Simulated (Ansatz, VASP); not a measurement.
# ZnSn2N2: VASP beside Ansatz

```
Zn Sn N
1.0
     2.62894    1.51782    4.15465
    -2.62894    1.51782    4.15465
     0.00000   -3.03564    4.15465
Zn Sn N
1 2 2
Cartesian
  0.0000 0.0000 0.0000
  0.0000 0.0000 8.4813
  0.0000 0.0000 3.9826
  0.0000 0.0000 10.1408
  0.0000 0.0000 2.3232
```

Alike in both runs: task single point; functional PBE; k mesh 6 × 6 × 6; occupations gaussian, width 0.1 eV; no spin polarisation.

|  | VASP | Ansatz |
| --- | --- | --- |
| version | VASP 6.6.1 | Ansatz 0.2.0 |
| potentials or method | VASP PAW PBE potentials, release 64 (Zn, Sn_d, N), cutoff 520 eV | scalar-relativistic, plane waves, PAW |
| valence electrons in the cell | 50 | 50 |

Ansatz gave:

* gap on the k mesh at the Fermi level (eV): 0.28
* least direct gap on the mesh (eV): 0.35
* pressure (GPa): 25.5
* traceless stress, the component that is largest in VASP (GPa): 29.28
* rms of the force components (eV/Å): 7.128

**Question.** Estimate VASP's values.

**Answer.** gap on the k mesh at the Fermi level (eV): 0.27; least direct gap on the mesh (eV): 0.35; pressure (GPa): 23.9; traceless stress, the component that is largest in VASP (GPa): 26.16; rms of the force components (eV/Å): 6.674.

Atom by atom the forces differ by 0.457 eV/Å (rms over components).
